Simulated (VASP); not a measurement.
# NaF (Fm-3m) in VASP: notebook, part 2 of 3

VASP 6.6.1. The steps go on from the part before.

**3. Electric field gradients, PBE (volume scaled by 0.75)**

The input, INCAR:

```
PREC = Accurate
ENCUT = 520
EDIFF = 1E-8
ISMEAR = -1
SIGMA = 0.03
LREAL = False
LASPH = True
NELM = 100
ALGO = Normal
ISIF = 2
LWAVE = False
LCHARG = False
GGA = PE
LEFG = True
NBANDS = 14
```

The input, KPOINTS:

```
regular mesh
0
Gamma
  11 11 11
```

The input, POSCAR:

```
NaF
1.0
    0.0000000000      2.0768728316      2.0768728316
    2.0768728316      0.0000000000      2.0768728316
    2.0768728316      2.0768728316      0.0000000000
Na F
1 1
Direct
    0.0000000000      0.0000000000      0.0000000000
    0.5000000000      0.5000000000      0.5000000000
```

Potentials or basis: VASP PAW PBE potentials, release 64 (Na_pv, F).

The run is started by

```
> cat potpaw_PBE.64/Na_pv/POTCAR potpaw_PBE.64/F/POTCAR > POTCAR
> mpirun -np 1 vasp_std > vasp.out
```

OUTCAR:

```text
PREC = Accurate
   ENCUT = 520
   EDIFF = 1E-8
   ISMEAR = -1
   LREAL = False
   LASPH = True
   NELM = 100
   ISIF = 2
   GGA = PE

 ion  position               nearest neighbor table
   1  0.000  0.000  0.000-   2 2.08   2 2.08   2 2.08   2 2.08   2 2.08   2 2.08
   2  0.500  0.500  0.500-   1 2.08   1 2.08   1 2.08   1 2.08   1 2.08   1 2.08

  LATTYP: Found a face centered cubic cell.
 ALAT       =     4.1537456632

  Lattice vectors:

 A1 = (   0.0000000000,   2.0768728316,   2.0768728316)
 A2 = (   2.0768728316,   0.0000000000,   2.0768728316)
 A3 = (   2.0768728316,   2.0768728316,   0.0000000000)

Analysis of symmetry for initial positions (statically):
=====================================================================
 Subroutine PRICEL returns:
 Original cell was already a primitive cell.

 Routine SETGRP: Setting up the symmetry group for a
 face centered cubic supercell.

 Subroutine GETGRP returns: Found 48 space group operations
 (whereof 48 operations were pure point group operations)
 out of a pool of 48 trial point group operations.

The static configuration has the point symmetry O_h .

Analysis of symmetry for dynamics (positions and initial velocities):
=====================================================================
 Subroutine PRICEL returns:
 Original cell was already a primitive cell.

 Routine SETGRP: Setting up the symmetry group for a
 face centered cubic supercell.

 Subroutine GETGRP returns: Found 48 space group operations
 (whereof 48 operations were pure point group operations)
 out of a pool of 48 trial point group operations.

The dynamic configuration has the point symmetry O_h .
[... 165 lines left out ...]
     10      21.0864      0.00000
     11      21.0864      0.00000
     12      24.7237      0.00000
     13      27.3038      0.00000
     14      27.3038      0.00000
[... 377 lines left out ...]
      1     -20.5287      2.00000
      2     -18.4504      2.00000
      3     -18.3542      2.00000
      4     -17.7327      2.00000
      5      -1.7385      2.00000
      6      -0.6855      2.00000
      7      -0.5494      2.00000
      8      11.2334      0.00000
      9      16.5878      0.00000
     10      21.8369      0.00000
     11      23.3703      0.00000
     12      25.2864      0.00000
     13      26.7618      0.00000
     14      31.7269      0.00000

 [... further k-points ...]
[... 5 lines left out ...]
  --------------------------------------------------------------------------------------
  -------------------------------------------------------------------------------------
  Total        4.4487632      4.4487632      4.4487632      0.0000000      0.0000000     -0.0000000
  in kB      397.8232529    397.8232529    397.8232529      0.0000000      0.0000000     -0.0000000
  external PRESSURE =     397.8232529 kB  Pullay stress =       0.0000000 kB

 VOLUME and BASIS-vectors are now :
 -----------------------------------------------------------------------------
  energy-cutoff  :      520.00
  volume of cell :       17.92
      direct lattice vectors                 reciprocal lattice vectors
     0.000000000  2.076872832  2.076872832    -0.240746565  0.240746565  0.240746565
     2.076872832  0.000000000  2.076872832     0.240746565 -0.240746565  0.240746565
     2.076872832  2.076872832  0.000000000     0.240746565  0.240746565 -0.240746565

 POSITION                                       TOTAL-FORCE (eV/Angst)
 -----------------------------------------------------------------------------------
      0.00000      0.00000      0.00000         0.000000     -0.000000      0.000000
      2.07687      2.07687      2.07687        -0.000000      0.000000     -0.000000
 -----------------------------------------------------------------------------------
    total drift:                                0.000000     -0.000000      0.000000

  FREE ENERGIE OF THE ION-ELECTRON SYSTEM (eV)
  ---------------------------------------------------
  free  energy   TOTEN  =        -7.8547233314 eV

  energy  without entropy=       -7.8547233314  energy(sigma->0) =       -7.85472333

 Electric field gradients (V/A^2)
---------------------------------------------------------------------
 ion       V_xx      V_yy      V_zz      V_xy      V_xz      V_yz
---------------------------------------------------------------------
   1       0.000    -0.000     0.000     0.001     0.001     0.001
   2      -0.000    -0.000     0.000    -0.004    -0.004    -0.004
---------------------------------------------------------------------

 Electric field gradients after diagonalization (V/A^2)
 (convention: |V_zz| > |V_xx| > |V_yy|)
----------------------------------------------------------------------
 ion       V_xx      V_yy      V_zz     asymmetry (V_yy - V_xx)/ V_zz
----------------------------------------------------------------------
   1      -0.001    -0.001     0.001       0.000
   2       0.004     0.004    -0.007       0.000
----------------------------------------------------------------------

           NMR quadrupolar parameters

 Cq : quadrupolar parameter    Cq=e*Q*V_zz/h
 eta: asymmetry parameters     (V_yy - V_xx)/ V_zz
 Q  : nuclear electric quadrupole moment in mb (millibarn)
----------------------------------------------------------------------
 ion       Cq(MHz)       eta       Q (mb)
----------------------------------------------------------------------
   1       0.000       0.000       1.000
   2      -0.000       0.000       1.000
----------------------------------------------------------------------
```

OSZICAR:

```text
N       E                     dE             d eps       ncg     rms          rms(c)
DAV:   1     0.102545496447E+03    0.10255E+03   -0.78395E+03  1586   0.134E+03
DAV:   2    -0.461319922513E+01   -0.10716E+03   -0.10113E+03  1688   0.354E+02
DAV:   3    -0.878514162515E+01   -0.41719E+01   -0.41660E+01  1952   0.628E+01
DAV:   4    -0.881053062518E+01   -0.25389E-01   -0.25388E-01  1748   0.523E+00
DAV:   5    -0.881072720794E+01   -0.19658E-03   -0.19658E-03  1958   0.452E-01    0.576E+00
DAV:   6    -0.786395810648E+01    0.94677E+00   -0.26409E+00  2056   0.184E+01    0.161E+00
DAV:   7    -0.785473175680E+01    0.92263E-02   -0.53335E-02  1692   0.267E+00    0.104E+00
DAV:   8    -0.785451527330E+01    0.21648E-03   -0.19321E-02  1688   0.225E+00    0.125E-01
DAV:   9    -0.785468395492E+01   -0.16868E-03   -0.24233E-03  2368   0.688E-01    0.577E-02
DAV:  10    -0.785472367221E+01   -0.39717E-04   -0.35516E-04  1682   0.233E-01    0.104E-02
DAV:  11    -0.785472401382E+01   -0.34161E-06   -0.16550E-05  1880   0.485E-02    0.535E-03
DAV:  12    -0.785472347129E+01    0.54253E-06   -0.31245E-06  1676   0.172E-02    0.301E-03
DAV:  13    -0.785472333239E+01    0.13890E-06   -0.33623E-07  1868   0.530E-03    0.427E-04
DAV:  14    -0.785472333138E+01    0.10155E-08   -0.14426E-08  1620   0.186E-03
   1 F= -.78547233E+01 E0= -.78547233E+01  d E =-.356859E-12
```

Wall time 29 s (1 thread of AMD EPYC 7R13 (Zen 3), shared host); peak memory 0.1 GiB.

What came out:

| Property | Result |
| --- | --- |
| Free energy | -7.8547 eV |
| Pressure | 39.8 GPa |
| Band gap on the k mesh | 8.50 eV, direct |

Caveat: without QUAD_EFG the Cq values of the log hold for a quadrupole moment of 1 mb, not for the nuclei.

**4. Electric field gradients, PBE (volume scaled by 0.85)**

The input, INCAR:

```
SYSTEM = NaF
ALGO     = Normal         ! electronic algorithm
EDIFF    = 1E-8           ! SCF threshold, eV
ENCUT    = 520            ! plane-wave cutoff, eV
GGA      = PE             ! functional
ISIF     = 2              ! what is computed and relaxed
ISMEAR   = -1             ! smearing method
LASPH    = .True.         ! aspherical terms in the spheres
LCHARG   = .False.        ! write CHGCAR
LEFG     = .True.       
LREAL    = .False.        ! projectors in reciprocal space
LWAVE    = .False.        ! write WAVECAR
NBANDS   = 14             ! bands
NELM     = 80             ! most SCF steps
PREC     = Accurate       ! precision mode
SIGMA    = 0.03           ! smearing width, eV
```

The input, KPOINTS:

```
k-points
0
Gamma
  11 11 11
  0 0 0
```

The input, POSCAR:

```
NaF
1.0
    0.0000000000      2.1653550940      2.1653550940
    2.1653550940      0.0000000000      2.1653550940
    2.1653550940      2.1653550940      0.0000000000
Na F
1 1
Direct
    0.0000000000      0.0000000000      0.0000000000
    0.5000000000      0.5000000000      0.5000000000
```

Potentials or basis: VASP PAW PBE potentials, release 64 (Na_pv, F).

The run is started by

```
> cat potpaw_PBE.64/Na_pv/POTCAR potpaw_PBE.64/F/POTCAR > POTCAR
> mpirun -np 1 vasp_std > vasp.out
```

OUTCAR:

```text
SYSTEM = NaF
   EDIFF = 1E-8
   ENCUT = 520
   GGA = PE
   ISIF = 2
   ISMEAR = -1
   LASPH = .True.
   LREAL = .False.
   NELM = 80
   PREC = Accurate

 ion  position               nearest neighbor table
   1  0.000  0.000  0.000-   2 2.17   2 2.17   2 2.17   2 2.17   2 2.17   2 2.17
   2  0.500  0.500  0.500-   1 2.17   1 2.17   1 2.17   1 2.17   1 2.17   1 2.17

  LATTYP: Found a face centered cubic cell.
 ALAT       =     4.3307101880

  Lattice vectors:

 A1 = (   0.0000000000,   2.1653550940,   2.1653550940)
[... 620 lines left out ...]
  ---------------------------------------------------
  free  energy   TOTEN  =        -8.2875739724 eV

  energy  without entropy=       -8.2875739724  energy(sigma->0) =       -8.28757397

 Electric field gradients (V/A^2)
---------------------------------------------------------------------
 ion       V_xx      V_yy      V_zz      V_xy      V_xz      V_yz
---------------------------------------------------------------------
   1       0.000    -0.000    -0.000     0.002     0.002     0.002
   2       0.000    -0.000    -0.000    -0.003    -0.003    -0.003
---------------------------------------------------------------------

 Electric field gradients after diagonalization (V/A^2)
 (convention: |V_zz| > |V_xx| > |V_yy|)
----------------------------------------------------------------------
 ion       V_xx      V_yy      V_zz     asymmetry (V_yy - V_xx)/ V_zz
----------------------------------------------------------------------
   1      -0.002    -0.002     0.004       0.000
   2       0.003     0.003    -0.006       0.000
----------------------------------------------------------------------

           NMR quadrupolar parameters

 Cq : quadrupolar parameter    Cq=e*Q*V_zz/h
 eta: asymmetry parameters     (V_yy - V_xx)/ V_zz
 Q  : nuclear electric quadrupole moment in mb (millibarn)
----------------------------------------------------------------------
 ion       Cq(MHz)       eta       Q (mb)
----------------------------------------------------------------------
   1       0.000       0.000       1.000
   2      -0.000       0.000       1.000
----------------------------------------------------------------------
```

Run time: 28 s. Hardware: 1 thread of AMD EPYC 7R13 (Zen 3), shared host; peak memory 0.1 GiB.

What came out:

```yaml
Free_energy: -8.2876 eV
Pressure: 19.6 GPa
Band_gap_on_the_k_mesh: 7.55 eV, direct
```

Caveat: without QUAD_EFG the Cq values of the log hold for a quadrupole moment of 1 mb, not for the nuclei. A k mesh can miss the band edges.

(Part 2 of 3 ends here.)
